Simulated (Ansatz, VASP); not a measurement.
# Two plane-wave programs on Zr

```xyz
2
Lattice="5.0657 0.0000 0.0000 -2.5328 4.3870 0.0000 0.0000 0.0000 2.7073" Properties=species:S:1:pos:R:3 pbc="T T T"
Zr    0.0000    2.9247    0.0000
Zr    2.5328    1.4623    0.0000
```

Alike in both runs: functional PBEsol; k mesh 12 × 12 × 20; occupations gaussian, width 0.1 eV; no spin polarisation.

Ansatz relaxed the structure, and its values are those at the end. VASP's run is a single point on that final structure, the one shown.

```csv
,VASP,Ansatz
version,VASP 6.6.1,Ansatz 0.2.0
potentials or method,"VASP PAW PBE potentials, release 64 (Zr_sv), cutoff 520 eV","scalar-relativistic, plane waves, PAW"
valence electrons in the cell,24,24
```

|  | VASP | Ansatz | Ansatz less VASP |
| --- | --- | --- | --- |
| gap on the k mesh at the Fermi level (eV) | none | none | - |
| pressure (GPa) | 0.1 | 0.0 | -0.07 |

VASP's potentials were made for PBE, not for PBEsol. A gap of «none» marks a metal or a gap that the smearing closes.
